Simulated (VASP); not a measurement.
Here is a VASP 6.6.1 calculation.

The input INCAR:

```
ALGO = Normal ; EDIFF = 1E-7
EDIFFG = -0.08 ; ENCUT = 600
GGA = PE ; IBRION = 2
ISIF = 3 ; ISMEAR = 0
LASPH = T ; LCHARG = F
LREAL = F ; LWAVE = F
NELM = 100 ; NSW = 36
PREC = Accurate ; SIGMA = 0.2
```

KPOINTS

```
k-points
0
Gamma
  4 4 2
```

POSCAR

```
Cd3Te2
1.0
    4.6000000000      0.0000000000      0.0000000000
   -2.3000000000      3.9837168600      0.0000000000
    0.0000000000      0.0000000000      7.3400000000
Cd Te
3 2
Direct
    0.3333333300      0.6666666700      0.6300000000
    0.6666666700      0.3333333300      0.3700000000
    0.0000000000      0.0000000000      0.0000000000
    0.6666666700      0.3333333300      0.7700000000
    0.3333333300      0.6666666700      0.2300000000
```

Potentials or basis: VASP PAW PBE potentials, release 64 (Cd, Te).

Command:

```bash
$ cat potpaw_PBE.64/Cd/POTCAR potpaw_PBE.64/Te/POTCAR > POTCAR
$ mpirun -np 1 vasp_std > vasp.out
```

Predict the relaxed volume.

32.52 Å³/atom.

What does it give for the space group after relaxing (to 0.1 Å)?

P-3m1 (No. 164).

Predict the band gap on the k mesh.

zero (bands 24 and 25 overlap by 0.64 eV).

Estimate the relaxed cell.

a = 4.861 Å, b = 4.861 Å, c = 7.946 Å, α = 90.00°, β = 90.00°, γ = 120.00°.

Step by step:
```csv
step,energy change (eV),largest force (eV/Å),pressure (GPa),volume (Å³)
1,0.0000,0.2848,7.13,134.51
2,-0.3735,0.4967,-0.95,159.17
3,-0.3893,0.3840,0.10,154.22
4,-0.3893,0.3941,0.01,154.63
5,-0.4029,0.3342,0.01,155.25
6,-0.4292,0.1423,0.05,157.14
7,-0.4125,0.2832,0.31,160.94
8,-0.4340,0.1638,0.11,158.34
9,-0.4471,0.1127,0.06,159.42
10,-0.4705,0.0298,-0.01,162.61
```

Caveat: the k points lie up to 0.40 Å⁻¹ apart in the final cell, too coarse for converged energies and pressures of a metal; the volume moved by over 15 % at a fixed basis, so the end points are rough; semilocal functionals underestimate gaps, and a narrow one can read as zero; spin-orbit coupling is left out, which moves the levels of the heavy elements.
